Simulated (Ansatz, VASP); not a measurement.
Rh: VASP beside Ansatz

File INCAR:

```
ALGO = Normal
EDIFF = 1E-6
ENCUT = 520
GGA_COMPAT = F
ISIF = 2
ISMEAR = -1
LASPH = T
LCHARG = F
LMAXMIX = 4
LORBIT = 11
LORBMOM = T
LREAL = F
LSORBIT = T
LWAVE = F
MAGMOM = 0 0 0
NBANDS = 26
NELM = 150
PREC = Accurate
SIGMA = 0.05
```

File KPOINTS:

```
k-points
0
Gamma
  9 9 9
```

File POSCAR:

```
Rh
1.0
    0.0000000000      1.8978500000      1.8978500000
    1.8978500000      0.0000000000      1.8978500000
    1.8978500000      1.8978500000      0.0000000000
Rh
1
Direct
    0.0000000000      0.0000000000      0.0000000000
```

The input input.yaml:

```yaml
crystal:
  lattice:
    - [0.0, 1.89785, 1.89785]
    - [1.89785, 0.0, 1.89785]
    - [1.89785, 1.89785, 0.0]
  atoms:
    - { symbol: Rh, position: [0.0, 0.0, 0.0] }
kpoints:
  mp_grid: { grid: [9, 9, 9] }
  band_path:
    path:
      - [0.0, 0.0, 0.0]
      - [0.5, 0.0, 0.5]
      - [0.5, 0.25, 0.75]
      - [0.375, 0.375, 0.75]
      - [0.0, 0.0, 0.0]
      - [0.5, 0.5, 0.5]
      - [0.625, 0.25, 0.625]
      - [0.5, 0.25, 0.75]
    npoints: 10
scf:
  occupations: { method: fermi_dirac, width: 0.05 }
hamiltonian:
  xc: lda
  pseudopotentials: { kind: all_electron, lapw: { basis_error: 0.001 } }
magnetization:
  noncollinear: true
  spin_orbit: true
output:
  forces: true
  stress: true
  eigenvalues: true
```

Alike in both runs: functional LDA; k mesh 9 × 9 × 9; occupations fermi-dirac, width 0.05 eV; non-collinear spin, spin-orbit coupling.

```csv
,VASP,Ansatz
version,VASP 6.6.1,Ansatz 0.2.0
potentials or method,"VASP PAW LDA potentials, release 64 (Rh_pv), cutoff 520 eV","all-electron LAPW, relativistic spinors"
task,single point,band structure
```

|  | VASP | Ansatz | Ansatz less VASP |
| --- | --- | --- | --- |
| pressure (GPa) | -8.5 | -9.4 | -0.95 |
| net moment per atom (μB) | 0.00 | 0.00 | 0.000 |

LDA's correlation is that of Perdew and Zunger in VASP and of Perdew and Wang (1992) in Ansatz. Ansatz ran all-electron here, and VASP with PAW potentials.

Noted on Ansatz's run: the k mesh is thin for a metal, which can move the energy by tens of meV per atom.
